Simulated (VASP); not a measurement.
Write the native input for VASP 6.6.1 that does the following.

```yaml
Task: single point
Functional: PBE
Potentials_or_basis: VASP PAW PBE potentials, release 64 (Zn, Cu)
Cutoff: 520 eV
k_mesh: 9 × 9 × 9
Occupations: fermi-dirac, width 0.05 eV
Spin: no spin polarisation
Dipole_correction: no
Further_INCAR_settings: ALGO = Normal; EDIFF = 1e-06; NBANDS = 18
```

The structure of ZnCu lies in POSCAR:

```
ZnCu
1.0
    2.9051978236      0.0000000000      0.0000000000
    0.0000000000      2.9051978236      0.0000000000
    0.0000000000      0.0000000000      2.9051978236
Zn Cu
1 1
Direct
    0.5000000000      0.5000000000      0.5000000000
    0.0000000000      0.0000000000      0.0000000000
```

This cell differs from its parent crystal: volume scaled by 0.96.

The input as run:

INCAR

```
SYSTEM = ZnCu
PREC = Accurate ; ENCUT = 520
EDIFF = 1E-6 ; ISMEAR = -1
SIGMA = 0.05 ; LREAL = .False.
LASPH = .True. ; NELM = 60
ALGO = Normal ; ISIF = 2
LWAVE = .False. ; LCHARG = .True.
GGA = PE ; LELF = .True.
LVHAR = .True. ; NBANDS = 18
```

KPOINTS

```
regular mesh
0
Gamma
  9 9 9
  0 0 0
```

Potentials or basis: VASP PAW PBE potentials, release 64 (Zn, Cu).

Launch:

```console
$ cat potpaw_PBE.64/Zn/POTCAR potpaw_PBE.64/Cu/POTCAR > POTCAR
$ mpirun -np 1 vasp_std > vasp.out
```

Results of the run:

* Pressure: 8.8 GPa

Wall time 23 s on 1 thread of AMD EPYC 7R43 64-Core Processor (Zen 3) (shared host), peak memory 0.11 GiB.
